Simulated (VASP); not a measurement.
Input of a VASP 6.6.1 run:

INCAR

```
PREC = Accurate
ENCUT = 520
EDIFF = 1E-7
ISMEAR = -1
SIGMA = 0.02
LREAL = False
LASPH = True
NELM = 100
ALGO = Normal
ISIF = 2
LWAVE = False
LCHARG = False
GGA = PE
NBANDS = 15
```

The input KPOINTS:

```
regular mesh
0
Gamma
  9 9 9
```

Contents of POSCAR:

```
TaN
1.0
    0.0000000000      2.1345181309      2.1345181309
    2.1345181309      0.0000000000      2.1345181309
    2.1345181309      2.1345181309      0.0000000000
Ta N
1 1
Direct
    0.5000000000      0.5000000000      0.5000000000
    0.0000000000      0.0000000000      0.0000000000
```

Potentials or basis: VASP PAW PBE potentials, release 64 (Ta_pv, N).

Command:

```console
$ cat potpaw_PBE.64/Ta_pv/POTCAR potpaw_PBE.64/N/POTCAR > POTCAR
$ mpirun -np 1 vasp_std > vasp.out
```

(1) What does it give for the pressure?

(2) Predict the band gap on the k mesh.

## Answers

(1) 43.5 GPa.

(2) zero (band 8 reaches 12.35 eV, above the bottom of band 9 at 8.22 eV).

Caveat: spin-orbit coupling is left out, which moves the levels of the heavy elements.
